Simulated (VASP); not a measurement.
The system is BiS.

```
Bi S
1.0
     3.57983    0.00000    0.00000
     0.00000    3.57983    0.00000
     0.00000    0.00000    3.57983
Bi S
1 1
Cartesian
  0.0000 0.0000 0.0000
  1.7899 1.7899 1.7899
```

Base run:

- Program: VASP 6.6.1
- Functional: PBE
- Potentials or basis: VASP PAW PBE potentials, release 64 (Bi_d, S)
- Cutoff: 520 eV
- k mesh: 10 × 10 × 10
- Occupations: gaussian, width 0.05 eV
- Spin: no spin polarisation

Its results: pressure -0.1 GPa.

Problem. The run is repeated on the same cell with these changes: functional from PBE to PBEsol. What comes out?

Solution. Pressure -3.7 GPa.

PBEsol binds more tightly than PBE, so the same cell stands under less pressure.

Caveats: the PAW data sets were made with another functional, which shifts forces and pressure a little (some runs).
